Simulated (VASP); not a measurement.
# TiC (Fm-3m) in VASP: further runs, part 2 of 2

VASP 6.6.1. The steps go on from the part before.

**3. Vibrations by perturbation theory, PBE**

Input file INCAR:

```
SYSTEM = TiC
PREC = Accurate ; ENCUT = 520
EDIFF = 1E-8 ; ISMEAR = -1
SIGMA = 0.15 ; LREAL = .False.
LASPH = .True. ; NELM = 80
ALGO = Normal ; ISIF = 2
LWAVE = .False. ; LCHARG = .True.
GGA = PE ; IBRION = 8
NSW = 1
```

Input file KPOINTS:

```
Automatic mesh
0
Gamma
  22 22 22
  0 0 0
```

Input file POSCAR:

```
TiC
1.0
    0.0000000000      2.1666787008      2.1666787008
    2.1666787008      0.0000000000      2.1666787008
    2.1666787008      2.1666787008      0.0000000000
Ti C
1 1
Direct
    0.5000000000      0.5000000000      0.5000000000
    0.0000000000      0.0000000000      0.0000000000
```

Potentials or basis: VASP PAW PBE potentials, release 64 (Ti_sv, C).

Command:

```sh
$ cat potpaw_PBE.64/Ti_sv/POTCAR potpaw_PBE.64/C/POTCAR > POTCAR
$ mpirun -np 1 vasp_std > vasp.out
```

OUTCAR:

```text
SYSTEM = TiC
   PREC = Accurate
   ENCUT = 520
   EDIFF = 1E-8
   ISMEAR = -1
   LREAL = .False.
   LASPH = .True.
   NELM = 80
   ISIF = 2
   GGA = PE
   IBRION = 8
   NSW = 1

 ion  position               nearest neighbor table
   1  0.500  0.500  0.500-   2 2.17   2 2.17   2 2.17   2 2.17   2 2.17   2 2.17
   2  0.000  0.000  0.000-   1 2.17   1 2.17   1 2.17   1 2.17   1 2.17   1 2.17

  LATTYP: Found a face centered cubic cell.
 ALAT       =     4.3333574016

  Lattice vectors:

 A1 = (   0.0000000000,   2.1666787008,   2.1666787008)
 A2 = (   2.1666787008,   0.0000000000,   2.1666787008)
 A3 = (   2.1666787008,   2.1666787008,   0.0000000000)

Analysis of symmetry for initial positions (statically):
=====================================================================
 Subroutine PRICEL returns:
 Original cell was already a primitive cell.

 Routine SETGRP: Setting up the symmetry group for a
 face centered cubic supercell.

 Subroutine GETGRP returns: Found 48 space group operations
 (whereof 48 operations were pure point group operations)
 out of a pool of 48 trial point group operations.

The static configuration has the point symmetry O_h .

Analysis of symmetry for dynamics (positions and initial velocities):
=====================================================================
 Subroutine PRICEL returns:
 Original cell was already a primitive cell.

 Routine SETGRP: Setting up the symmetry group for a
 face centered cubic supercell.

 Subroutine GETGRP returns: Found 48 space group operations
 (whereof 48 operations were pure point group operations)
 out of a pool of 48 trial point group operations.

The dynamic configuration has the point symmetry O_h .

 Subroutine INISYM returns: Found 48 space group operations
 (whereof 48 operations are pure point group operations),
 and found     1 'primitive' translations

----------------------------------------------------------------------------------------

                                     Primitive cell

  volume of cell :      20.3429

  direct lattice vectors                    reciprocal lattice vectors
     0.000000000  2.166678701  2.166678701    -0.230767949  0.230767949  0.230767949
     2.166678701  0.000000000  2.166678701     0.230767949 -0.230767949  0.230767949
     2.166678701  2.166678701  0.000000000     0.230767949  0.230767949 -0.230767949

  length of vectors
     3.064146404  3.064146404  3.064146404     0.399701812  0.399701812  0.399701812

  position of ions in fractional coordinates (direct lattice)
     0.500000000  0.500000000  0.500000000
     0.000000000  0.000000000  0.000000000

  ion indices of the primitive-cell ions
   primitive index   ion index
                 1           1
[... 131 lines left out ...]
      1     -47.1934      2.00000
      2     -23.2184      2.00000
      3     -23.2184      2.00000
      4     -23.2184      2.00000
      5      -2.9953      2.00000
      6      10.0913      0.01891
      7      10.0913      0.01891
      8      10.0913      0.01891
      9      11.0701      0.00003
     10      11.0701      0.00003
     11      11.0701      0.00003
     12      11.1085      0.00002
[... 331 lines left out ...]
 k-point    24 :      -0.4545    0.0455    0.0000
  band No.  band energies     occupation
      1     -47.1211      2.00000
      2     -23.7039      2.00000
      3     -23.2741      2.00000
      4     -23.2662      2.00000
      5       0.3943      2.00000
      6       3.6901      2.00000
      7       6.5313      2.00000
      8       6.5367      2.00000
      9      12.2486      0.00000
     10      12.2885      0.00000
     11      13.4271      0.00000
     12      17.1661      0.00000

 [... further k-points ...]
[... 5 lines left out ...]
  --------------------------------------------------------------------------------------
  -------------------------------------------------------------------------------------
  Total        0.0279157      0.0279157      0.0279157      0.0000000      0.0000000      0.0000000
  in kB        2.1985990      2.1985990      2.1985990      0.0000000      0.0000000      0.0000000
  external PRESSURE =       2.1985990 kB  Pullay stress =       0.0000000 kB

 VOLUME and BASIS-vectors are now :
 -----------------------------------------------------------------------------
  energy-cutoff  :      520.00
  volume of cell :       20.34
      direct lattice vectors                 reciprocal lattice vectors
     0.000000000  2.166678701  2.166678701    -0.230767949  0.230767949  0.230767949
     2.166678701  0.000000000  2.166678701     0.230767949 -0.230767949  0.230767949
     2.166678701  2.166678701  0.000000000     0.230767949  0.230767949 -0.230767949

 POSITION                                       TOTAL-FORCE (eV/Angst)
 -----------------------------------------------------------------------------------
      2.16668      2.16668      2.16668         0.000000     -0.000000      0.000000
      0.00000      0.00000      0.00000        -0.000000      0.000000     -0.000000
 -----------------------------------------------------------------------------------
    total drift:                               -0.000000     -0.000000      0.000000

  FREE ENERGIE OF THE ION-ELECTRON SYSTEM (eV)
  ---------------------------------------------------
  free  energy   TOTEN  =       -18.7209379557 eV

  energy  without entropy=      -18.6961577501  energy(sigma->0) =      -18.70854785

[... ionic steps 2 to 3 ...]

--------------------------------------- Ionic step        4  -------------------------------------------

------------------------ aborting loop because EDIFF is reached ----------------------------------------

[... ionic steps 5 to 6 ...]

--------------------------------------- Ionic step        7  -------------------------------------------

 Free energy of the ion-electron system (eV)
  ---------------------------------------------------
  ---------------------------------------------------
  free energy    TOTEN  =        -0.11882973 eV

  energy without entropy =       -0.11882972

------------------------ aborting loop because EDIFF is reached ----------------------------------------

 INTERNAL STRAIN TENSOR  FOR ION    2  DIRECTION 1   (eV/Angst):
 -----------------------------------------------------------------------------
    -0.00214 -0.00000  0.00000
     0.00000  0.00044  0.00000
     0.00000  0.00000  0.00044

 INTERNAL STRAIN TENSOR FOR ION    2 for displacements in x,y,z  (eV/Angst):
          X           Y           Z          XY          YZ          ZX
  --------------------------------------------------------------------------------
  x     0.00000     0.00000     0.00000     0.00000     0.00000     0.00000
  y     0.00000     0.00000     0.00000     0.00000     0.00000     0.00000
  z     0.00000     0.00000     0.00000     0.00000     0.00000     0.00000

 SECOND DERIVATIVES (NOT SYMMETRIZED)
 ------------------------------------
               1X          1Y          1Z          2X          2Y          2Z
  1X    -9.370656    0.000000    0.000000    9.370656    0.000000    0.000000
  1Y     0.000000   -9.370656    0.000000    0.000000    9.370656    0.000000
  1Z     0.000000    0.000000   -9.370656    0.000000    0.000000    9.370656
  2X     9.357548    0.000000    0.000000   -9.357548    0.000000    0.000000
  2Y     0.000000    9.357548    0.000000    0.000000   -9.357548    0.000000
  2Z     0.000000    0.000000    9.357548    0.000000    0.000000   -9.357548

 Eigenvectors and eigenvalues of the dynamical matrix
 ----------------------------------------------------

   1 f  =   15.435009 THz    96.981024 2PiTHz  514.856491 cm-1    63.834041 meV
             X         Y         Z           dx          dy          dz
      2.166679  2.166679  2.166679    -0.448076    0.000000    0.000000
      0.000000  0.000000  0.000000     0.893995    0.000000    0.000000
[... 21 lines left out ...]
   6 f/i=    0.004327 THz     0.027189 2PiTHz    0.144343 cm-1     0.017896 meV
             X         Y         Z           dx          dy          dz
      2.166679  2.166679  2.166679    -0.380018    0.259980    0.766306
      0.000000  0.000000  0.000000    -0.190467    0.130304    0.384077

--------------------------------------------------------------------------------------------------------

 ELASTIC MODULI CONTR FROM IONIC RELAXATION (kBar)
 Direction    XX          YY          ZZ          XY          YZ          ZX
 --------------------------------------------------------------------------------
 XX           0.0000      0.0000      0.0000      0.0000      0.0000      0.0000
 YY           0.0000      0.0000      0.0000      0.0000      0.0000      0.0000
 ZZ           0.0000      0.0000      0.0000      0.0000      0.0000      0.0000
 XY           0.0000      0.0000      0.0000      0.0000      0.0000      0.0000
 YZ           0.0000      0.0000      0.0000      0.0000      0.0000      0.0000
 ZX           0.0000      0.0000      0.0000      0.0000      0.0000      0.0000
 --------------------------------------------------------------------------------
```

It took 12 min on 1 thread of Intel Xeon 6975P-C, shared host; peak memory 0.56 GiB.

What came out:

- Highest phonon frequency at Γ, LO-TO splitting left out: 515 cm⁻¹

Phonon frequencies in cm⁻¹ (negative: imaginary):
```tsv
q point	frequencies
(0.000, 0.000, 0.000)	0 0 0 515 515 515
```
